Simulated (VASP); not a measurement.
CdO, 2 atoms in the cell. It takes space group Fm-3m (No. 225, cubic). Conventional cell: a = 4.706 Å, b = 4.706 Å, c = 4.706 Å, α = 90.00°, β = 90.00°, γ = 90.00°. Cd (site symmetry m-3m) has 6 O at 2.35 Å within 3.1 Å. Within 3.1 Å of O (site symmetry m-3m) lie 6 Cd at 2.35 Å. 

- Program: VASP 6.6.1
- Task: single point
- Functional: HSE06
- Potentials or basis: VASP PAW PBE potentials, release 64 (Cd, O)
- Cutoff: 520 eV
- k mesh: 6 × 6 × 6
- Occupations: fermi-dirac, width 0.02 eV
- Spin: no spin polarisation
- Dipole correction: no
- Grid for exact exchange (PRECFOCK): Normal
- Further INCAR settings: ALGO = Normal; EDIFF = 1e-06; NBANDS = 16
- Share of exact exchange: 0.25
- Screening parameter: 0.2079 1/Å

Potentials or basis: VASP PAW PBE potentials, release 64 (Cd, O).

Launch:

```sh
$ cat potpaw_PBE.64/Cd/POTCAR potpaw_PBE.64/O/POTCAR > POTCAR
$ cp INCAR.step1 INCAR
$ mpirun -np 1 vasp_std > vasp.out
$ cp INCAR.step2 INCAR
$ mpirun -np 1 vasp_std > vasp.out
```

Hardware: 1 thread of Intel(R) Xeon(R) 6975P-C (Granite Rapids), with other jobs on the host.

Question: How long does it take, and how much memory?

Answer: It took 17 min on 1 thread of Intel(R) Xeon(R) 6975P-C (Granite Rapids), on a shared host, peak memory 0.27 GiB. Counts: k points 16.
